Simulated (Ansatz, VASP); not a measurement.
## Si2Mo: VASP beside Ansatz

Contents of INCAR:

```
SYSTEM = Si2Mo
PREC = Accurate
ENCUT = 520
EDIFF = 1E-6
ISMEAR = -1
SIGMA = 0.05
LREAL = .False.
LASPH = .True.
NELM = 80
ALGO = Normal
ISIF = 2
LWAVE = .False.
LCHARG = .False.
NBANDS = 18
```

File KPOINTS:

```
Automatic mesh
0
Gamma
  12 12 12
  0 0 0
```

File POSCAR:

```
Si2Mo
1.0
   -1.6000000000      1.6000000000      3.9305000000
    1.6000000000     -1.6000000000      3.9305000000
    1.6000000000      1.6000000000     -3.9305000000
Mo Si
1 2
Direct
    0.0000000000      0.0000000000      0.0000000000
    0.6670000000      0.6670000000      0.0000000000
    0.3330000000      0.3330000000      0.0000000000
```

File input.yaml:

```yaml
crystal:
  lattice:
    - [-1.6, 1.6, 3.9305]
    - [1.6, -1.6, 3.9305]
    - [1.6, 1.6, -3.9305]
  atoms:
    - { symbol: Mo, position: [0.0, 0.0, 0.0] }
    - { symbol: Si, position: [0.667, 0.667, 0.0] }
    - { symbol: Si, position: [0.333, 0.333, 0.0] }
kpoints:
  mp_grid: { grid: [12, 12, 12] }
  band_path:
    path:
      - [0.0, 0.0, 0.0]
      - [-0.5, 0.5, 0.0]
      - [-0.5, 0.5, -0.0828541695]
      - [-0.2914270847, 0.2914270847, -0.2914270847]
      - [0.0, 0.0, 0.0]
      - [0.5, 0.5, -0.5]
      - [0.2914270847, 0.7085729153, -0.7085729153]
      - [0.0, 0.5, -0.5]
    npoints: 6
scf:
  occupations: { method: fermi_dirac, width: 0.05 }
hamiltonian:
  xc: lda
  pseudopotentials: { kind: all_electron, lapw: { basis_error: 0.002 } }
output:
  forces: true
  stress: true
  eigenvalues: true
```

Alike in both runs: functional LDA; k mesh 12 × 12 × 12; occupations fermi-dirac, width 0.05 eV; no spin polarisation.

|  | VASP | Ansatz |
| --- | --- | --- |
| version | VASP 6.6.1 | Ansatz 0.2.0 |
| potentials or method | VASP PAW LDA potentials, release 64 (Mo_sv, Si), cutoff 520 eV | all-electron LAPW, scalar-relativistic |
| task | single point | band structure |

```tsv
	VASP	Ansatz	Ansatz less VASP
gap on the k mesh at the Fermi level (eV)	none	none	-
pressure (GPa)	-5.5	-6.1	-0.52
traceless stress, the component that is largest in VASP (GPa)	-1.22	-1.27	-0.045
rms of the force components (eV/Å)	0.172	0.177	+0.0045
```

LDA's correlation is that of Perdew and Zunger in VASP and of Perdew and Wang (1992) in Ansatz. Atom by atom the forces differ by 0.004 eV/Å (rms over components). A gap of «none» marks a metal or a gap that the smearing closes. Ansatz ran all-electron here, and VASP with PAW potentials.
